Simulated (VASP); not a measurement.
# LiSi16 (a cell with a defect) in VASP: a series of runs, part 2 of 2

VASP 6.6.1. Earlier steps stand in the parts before.

### Step 3. Single point, r2SCAN

Input file POSCAR:

```
LiSi16
1.0
    0.0000000000      5.4300000000      5.4300000000
    5.4300000000      0.0000000000      5.4300000000
    5.4300000000      5.4300000000      0.0000000000
Si Li
16 1
Direct
    0.0068617864     -0.0195809392      0.0062588398
    0.1211225599      0.1193273481      0.1206048803
   -0.0081264273      0.0021172192      0.5029098527
    0.1211246777      0.1193388582      0.6387430939
   -0.0012504604      0.4967609576     -0.0017672192
    0.1300641805      0.6106665746      0.1295413444
   -0.0012524862      0.4967685083      0.5060675875
    0.1223534991      0.6286789134      0.6243919890
    0.5034648250      0.0020974217     -0.0086810313
    0.6393489871      0.1192751381      0.1205948435
    0.5034611418      0.0021009208      0.5029257827
    0.6191642726      0.1434046041      0.6186198895
    0.5066047882      0.4967263352     -0.0017583794
    0.6249101289      0.6286721915      0.1218303867
    0.4949665746      0.5159564457      0.4944452118
    0.6249080110      0.6286732044      0.6244015654
    0.2679696133      1.1971674033      0.2673270718
```

Input file INCAR.step1:

```
SYSTEM = LiSi16
  PREC = Accurate
  ENCUT = 520
  ISMEAR = 0
  SIGMA = 0.05
  LREAL = Auto
  LASPH = .True.
  NELM = 100
  NBANDS = 48
  NELECT = 66.0
  GGA = PE
  ALGO = Normal
  EDIFF = 1E-4
  LWAVE = .True.
  LCHARG = .False.
```

Input file INCAR.step2:

```
SYSTEM = LiSi16
  PREC = Accurate
  ENCUT = 520
  EDIFF = 1E-6
  ISMEAR = 0
  SIGMA = 0.05
  LREAL = Auto
  LASPH = .True.
  NELM = 100
  ALGO = Normal
  ISIF = 2
  LWAVE = .False.
  LCHARG = .False.
  METAGGA = R2SCAN
  LMIXTAU = .True.
  NBANDS = 48
  NELECT = 66.0
  ISTART = 1
```

Input file KPOINTS:

```
Automatic mesh
0
Gamma
  2 2 2
  0 0 0
```

Potentials or basis: VASP PAW PBE potentials, release 64 (Si, Li_sv).

Command:

```bash
cat potpaw_PBE.64/Si/POTCAR potpaw_PBE.64/Li_sv/POTCAR > POTCAR
cp INCAR.step1 INCAR
mpirun -np 1 vasp_std > vasp.out
cp INCAR.step2 INCAR
mpirun -np 1 vasp_std > vasp.out
```

OUTCAR:

```text
SYSTEM = LiSi16
   PREC = Accurate
   ENCUT = 520
   EDIFF = 1E-6
   ISMEAR = 0
   LREAL = Auto
   LASPH = .True.
   NELM = 100
   ISIF = 2
   METAGGA = R2SCAN
   NELECT = 66.0
   ISTART = 1

 ion  position               nearest neighbor table
   1  0.007  0.980  0.006-  10 2.31   2 2.31   4 2.31   6 2.32
   2  0.121  0.119  0.121-   1 2.31  17 2.35   5 2.37   3 2.40   9 2.40
   3  0.992  0.002  0.503-  12 2.34   8 2.34   2 2.40   4 2.40  17 2.58
   4  0.121  0.119  0.639-   1 2.31  17 2.35   7 2.37   3 2.40  11 2.40
   5  0.999  0.497  0.998-  14 2.34   8 2.34   6 2.36   2 2.37
   6  0.130  0.611  0.130-   1 2.32   7 2.36   5 2.36  13 2.36  17 2.59
   7  0.999  0.497  0.506-  16 2.34   8 2.34   6 2.36   4 2.37
   8  0.122  0.629  0.624-  15 2.34   3 2.34   7 2.34   5 2.34
   9  0.503  0.002  0.991-  12 2.34  14 2.34  10 2.40   2 2.40  17 2.58
  10  0.639  0.119  0.121-   1 2.31  17 2.35  13 2.37  11 2.40   9 2.40
  11  0.503  0.002  0.503-  12 2.34  16 2.34  10 2.40   4 2.40  17 2.58
  12  0.619  0.143  0.619-  15 2.34   9 2.34  11 2.34   3 2.34
  13  0.507  0.497  0.998-  14 2.34  16 2.34   6 2.36  10 2.37
  14  0.625  0.629  0.122-  15 2.34   9 2.34   5 2.34  13 2.34
  15  0.495  0.516  0.494-  12 2.34   8 2.34  16 2.34  14 2.34
  16  0.625  0.629  0.624-  15 2.34  11 2.34   7 2.34  13 2.34
  17  0.268  0.197  0.267-  10 2.35   2 2.35   4 2.35   9 2.58  11 2.58   3 2.58   6 2.59

  LATTYP: Found a face centered cubic cell.
 ALAT       =    10.8600000000

  Lattice vectors:

 A1 = (   0.0000000000,   5.4300000000,   5.4300000000)
 A2 = (   5.4300000000,   0.0000000000,   5.4300000000)
 A3 = (   5.4300000000,   5.4300000000,   0.0000000000)

Analysis of symmetry for initial positions (statically):
=====================================================================
 Subroutine PRICEL returns:
 Original cell was already a primitive cell.

 Routine SETGRP: Setting up the symmetry group for a
 face centered cubic supercell.

 Subroutine GETGRP returns: Found  1 space group operations
 (whereof  1 operations were pure point group operations)
 out of a pool of 48 trial point group operations.

The static configuration has the point symmetry C_1 .

Analysis of symmetry for dynamics (positions and initial velocities):
=====================================================================
 Subroutine PRICEL returns:
 Original cell was already a primitive cell.

 Routine SETGRP: Setting up the symmetry group for a
 face centered cubic supercell.

 Subroutine GETGRP returns: Found  1 space group operations
 (whereof  1 operations were pure point group operations)
 out of a pool of 48 trial point group operations.

The dynamic configuration has the point symmetry C_1 .

 Subroutine INISYM returns: Found  1 space group operations
 (whereof  1 operations are pure point group operations),
 and found     1 'primitive' translations

----------------------------------------------------------------------------------------

                                     Primitive cell

  volume of cell :     320.2060

  direct lattice vectors                    reciprocal lattice vectors
     0.000000000  5.430000000  5.430000000    -0.092081031  0.092081031  0.092081031
[... 77 lines left out ...]
  0.500000  0.500000  0.500000      1.000000
  0.500000  0.500000  0.000000      1.000000
  0.000000  0.500000  0.500000      1.000000
  0.500000  0.000000  0.500000      1.000000
   k-points           NKPTS =      8   k-points in BZ     NKDIM =      8   number of bands    NBANDS=     48
   number of dos      NEDOS =    301   number of ions     NIONS =     17
   total plane-waves  NPLWV = 216000
   dimension x,y,z NGX =    60 NGY =   60 NGZ =   60
   dimension x,y,z NGXF=   120 NGYF=  120 NGZF=  120
   ions per type =              16   1
   NGX,Y,Z   is equivalent  to a cutoff of  12.99, 12.99, 12.99 a.u.
   NGXF,Y,Z  is equivalent  to a cutoff of  25.98, 25.98, 25.98 a.u.
 SYSTEM =  LiSi16
   PREC   = accura    normal or accurate (medium, high low for compatibility)
   ISTART =      1    job   : 0-new  1-cont  2-samecut
   ICHARG =      0    charge: 1-file 2-atom 10-const
   ISPIN  =      1    spin polarized calculation?
   LNONCOLLINEAR =      F non collinear calculations
   LSORBIT =      F    spin-orbit coupling
   LASPH  =      T    aspherical Exc in radial PAW
   ENCUT  =  520.0 eV  38.22 Ry    6.18 a.u.  14.28 14.28 14.28*2*pi/ulx,y,z
   NELM   =    100;   NELMIN=  2; NELMDL=  0     # of ELM steps
   EDIFF  = 0.1E-05   stopping-criterion for ELM
   LREAL  =      T    real-space projection
   EDIFFG = 0.1E-04   stopping-criterion for IOM
   NSW    =      0    number of steps for IOM
   IBRION =     -1    ionic relax: 0-MD 1-quasi-New 2-CG
   NFREE  =      0    steps in history (QN), initial steepest desc. (CG)
   ISIF   =      2    stress and relaxation
   ISYM   =      2    0-nonsym 1-usesym 2-fastsym
   POTIM  = 0.5000    time-step for ionic-motion
   TEBEG  =    0.0;   TEEND  =   0.0 temperature during run
   PSTRESS=    0.0 pullay stress
   NELECT =      66.0000    total number of electrons
   NUPDOWN=      -1.0000    fix difference up-down
   EMIN   =  10.00;   EMAX   =-10.00  energy-range for DOS
   EFERMI =   0.00;   METHOD = LEGACY
   ISMEAR =     0;   SIGMA  =   0.05  broadening in eV -4-tet -1-fermi 0-gaus
   EFERMI_NEDOS =   21; number of points for ismear=-14 and -15
   IALGO  =     38    algorithm
   IMIX   =      4    mixing-type and parameters
     AMIX     =   0.40;   BMIX     =  1.00
     AMIX_MAG =   1.60;   BMIX_MAG =  1.00
  volume/ion in A,a.u.               =      18.84       127.11
  Fermi-wavevector in a.u.,A,eV,Ry     =   0.967044  1.827449 12.723821  0.935174
  Thomas-Fermi vector in A             =   2.096897
   LORBIT       =      0    0 simple, 1 ext, 2 COOP (PROOUT), +10 PAW based schemes
   METAGGA = R2SCAN    functional components
   LHFCALC =     F    Hartree Fock is set to
   AEXX    =    0.0000 exact exchange contribution
   IVDW    =     0    specifies the selected vdW correction
   LEPSILON=     F    determine dielectric tensor
   LRPA    =     F    only Hartree local field effects (RPA)
 non-spin polarized calculation
 Gauss-broadening in eV      SIGMA  =   0.05
  energy-cutoff  :      520.00
  volume of cell :      320.21
 maximum number of plane-waves:      8646
 NGX is ok and might be reduce to    60
   NGX = 29   NGY = 29   NGZ = 29

 number of electron      65.9999998 magnetization

 Free energy of the ion-electron system (eV)
  ---------------------------------------------------
  ext. energy  EPLUGINS =         0.00000000
  ---------------------------------------------------
  free energy    TOTEN  =      -147.67559933 eV

  energy without entropy =     -147.67559933  energy(sigma->0) =     -147.67559933

 E-fermi :   6.2681     XC(G=0):  -9.8970

 val. band max:        5.9597582680   @ k =   0.0000   0.0000   0.0000
 cond. band min:       6.7290782308   @ k =   0.0000   0.0000   0.0000
 fundamental gap:      0.7693199628
 Fermi energy:         6.2681359713

 k-point     1 :       0.0000    0.0000    0.0000
  band No.  band energies     occupation
      1     -42.1189      2.00000
      2      -6.5718      2.00000
      3      -4.2029      2.00000
      4      -4.1460      2.00000
      5      -4.1460      2.00000
      6      -4.1246      2.00000
[... 373 lines left out ...]
     44      10.5452      0.00000
     45      10.6027      0.00000
 [bands above 45 left out]

------------------------ aborting loop because EDIFF is reached ----------------------------------------

  FORCE on cell =-STRESS in cart. coord.  units (eV):
  Direction    XX          YY          ZZ          XY          YZ          ZX
  --------------------------------------------------------------------------------------
  -------------------------------------------------------------------------------------
  Total       -4.0031194     -4.0037417     -4.0036329      0.3835020      0.3704390     -0.3764155
  in kB      -20.0299396    -20.0330536    -20.0325089      1.9188842      1.8535224     -1.8834260
  external PRESSURE =     -20.0318340 kB  Pullay stress =       0.0000000 kB

 VOLUME and BASIS-vectors are now :
 -----------------------------------------------------------------------------
  energy-cutoff  :      520.00
  volume of cell :      320.21
      direct lattice vectors                 reciprocal lattice vectors
     0.000000000  5.430000000  5.430000000    -0.092081031  0.092081031  0.092081031
     5.430000000  0.000000000  5.430000000     0.092081031 -0.092081031  0.092081031
     5.430000000  5.430000000  0.000000000     0.092081031  0.092081031 -0.092081031

 POSITION                                       TOTAL-FORCE (eV/Angst)
 -----------------------------------------------------------------------------------
      5.35766      0.07125      5.36094        -0.000633      0.000577     -0.000548
      1.30283      1.31258      1.30564        -0.021344      0.045751     -0.017948
      2.74230      8.11667      5.39737        -0.039239      0.038537      0.010011
      4.11638      4.12608      1.30572        -0.046106      0.021236     -0.018590
      8.11782     10.84361      8.12062        -0.019362      0.008315     -0.018635
      4.01933      1.40966      4.02217         0.028502     -0.029901      0.031860
[... 9 lines left out ...]
      6.80420      6.78375      6.80695        -0.031242      0.014702     -0.029951
      2.52220      2.90666      2.52569         0.358601     -0.353421      0.342332
 -----------------------------------------------------------------------------------
    total drift:                                0.000447      0.004301     -0.016330

  FREE ENERGIE OF THE ION-ELECTRON SYSTEM (eV)
  ---------------------------------------------------
  free  energy   TOTEN  =      -147.6755993274 eV

  energy  without entropy=     -147.6755993274  energy(sigma->0) =     -147.67559933
```

Wall time 27 min (1 thread of Oxide Virtual Turin-like, shared host); peak memory 0.53 GiB.

What came out:

```yaml
Free_energy: -147.6756 eV
Largest_force: 0.609 eV/Å
```

Forces on the atoms (eV/Å):
```
Si  -0.001  0.001 -0.001
Si  -0.021  0.046 -0.018
Si  -0.039  0.039  0.010
Si  -0.046  0.021 -0.019
Si  -0.019  0.008 -0.019
Si   0.029 -0.030  0.032
Si  -0.010  0.019 -0.019
Si  -0.031  0.030 -0.014
Si   0.012  0.039 -0.038
Si  -0.019  0.019 -0.045
Si  -0.039 -0.011 -0.038
Si  -0.056  0.056 -0.055
Si  -0.020  0.020 -0.008
Si  -0.015  0.031 -0.030
Si  -0.051  0.051 -0.052
Si  -0.031  0.015 -0.030
Li   0.359 -0.353  0.342
```

Caveat: the k points lie up to 0.50 Å⁻¹ apart; the cell carries a net charge on a neutralising background, which shifts energy and pressure; the cell is charged against a uniform background, so pressure and absolute levels hang on convention; the cutoff is under 1.25 times the usual one of these potentials, so pressure, stress and relaxed cells hold a basis-set (Pulay) error; the PAW data sets were made with another functional, which shifts forces and pressure a little.
